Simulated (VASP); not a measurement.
Write the native input for VASP 6.6.1 that does the following.

```
Task                   : single point
Functional             : PBEsol
Potentials or basis    : VASP PAW PBE potentials, release 64 (W_sv)
Cutoff                 : 520 eV
k mesh                 : 16 × 16 × 16
Occupations            : gaussian, width 0.1 eV
Spin                   : no spin polarisation
Dipole correction      : no
Further INCAR settings : ALGO = Fast; EDIFF = 1e-07; NBANDS = 21
```

The structure of W lies in POSCAR:

```
W
1.0
    3.1227846955      0.0000000000      0.0000000000
    0.0000000000      3.1637222242      0.0000000000
    0.0000000000      0.0000000000      3.1637222242
W
2
Direct
    0.0000000000      0.0000000000      0.0000000000
    0.5000000000      0.5000000000      0.5000000000
```

This cell differs from its parent crystal: uniaxial strain along a: -1.0 %, then relaxed in part.

These files were run (other wordings do the same):

INCAR

```
PREC = Accurate ; ENCUT = 520
EDIFF = 1E-7 ; ISMEAR = 0
SIGMA = 0.1 ; LREAL = F
LASPH = T ; NELM = 80
ALGO = Fast ; ISIF = 2
LWAVE = F ; LCHARG = F
GGA = PS ; NBANDS = 21
```

KPOINTS

```
Automatic mesh
0
Gamma
  16 16 16
```

Potentials or basis: VASP PAW PBE potentials, release 64 (W_sv).

Run with:

```console
$ cat potpaw_PBE.64/W_sv/POTCAR > POTCAR
$ mpirun -np 1 vasp_std > vasp.out
```

It gave:

| Item | Value |
| --- | --- |
| Pressure | 2.0 GPa |
| Band gap on the k mesh | zero (bands 14 and 15 overlap by 1.40 eV) |

Caveat: the cell differs from its parent crystal (uniaxial strain along a: -1.0 %, then relaxed in part); the PAW data sets were made with another functional, which shifts forces and pressure a little; spin-orbit coupling is left out, which moves the levels of the heavy elements.

It took 88 s on 1 thread of Intel(R) Xeon(R) 6975P-C (Granite Rapids), on a shared host, peak memory 0.31 GiB.
